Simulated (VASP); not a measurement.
Cs: relaxation of cell and atoms with LDA

The system is Cs.

```
CELL_PARAMETERS angstrom
0.00000 3.80811 3.80811
3.80811 0.00000 3.80811
3.80811 3.80811 0.00000
ATOMIC_POSITIONS crystal
Cs 0.00000 0.00000 0.00000
```

```
Program                : VASP 6.6.1
Task                   : relaxation of cell and atoms
Functional             : LDA
Potentials or basis    : VASP PAW LDA potentials, release 64 (Cs_sv)
Cutoff                 : 600 eV
k mesh                 : 7 × 7 × 7
Occupations            : fermi-dirac, width 0.1 eV
Spin                   : no spin polarisation
Dipole correction      : no
Further INCAR settings : ALGO = Normal; EDIFF = 1e-06; IBRION = 2; EDIFFG = -0.01; NSW = 80; ISIF = 3
```

```yaml
Relaxed_volume: 95.50 Å³/atom
Relaxed_cell: a = 5.131 Å, b = 5.131 Å, c = 5.131 Å, α = 60.00°, β = 60.00°, γ = 60.00°
Space_group_after_relaxing_to_0.05_Å: Fm-3m (No. 225)
Energy_gained_by_relaxing: 14.1 meV/atom
Ionic_steps: 4
Pressure_after_relaxing: 0.0 GPa
```

Step by step:
| step | energy change (eV) | largest force (eV/Å) | pressure (GPa) | volume (Å³) |
| --- | --- | --- | --- | --- |
| 1 | 0.0000 | 0.0000 | -0.28 | 110.45 |
| 2 | -0.0049 | 0.0000 | -0.23 | 107.37 |
| 3 | -0.0135 | 0.0000 | -0.07 | 98.50 |
| 4 | -0.0141 | 0.0000 | 0.01 | 95.50 |

Final structure:
```
Cs
1.0
     0.00000    3.62792    3.62792
     3.62792    0.00000    3.62792
     3.62792    3.62792    0.00000
Cs
1
Direct
  0.00000 0.00000 0.00000
```

Levels at points of the mesh, in eV from the Fermi level:
| k point | band 3 | band 4 | band 5 | band 6 | band 7 | band 8 |
| --- | --- | --- | --- | --- | --- | --- |
| (0.00, 0.00, 0.00) | -10.41 | -10.41 | -1.87 | 2.49 | 2.49 | 2.49 |

Wall time 76 s on 1 thread of Intel Xeon 8259CL, with other jobs on the host, peak memory 0.26 GiB.

Caveat: spin-orbit coupling is left out, which moves the levels of the heavy elements.
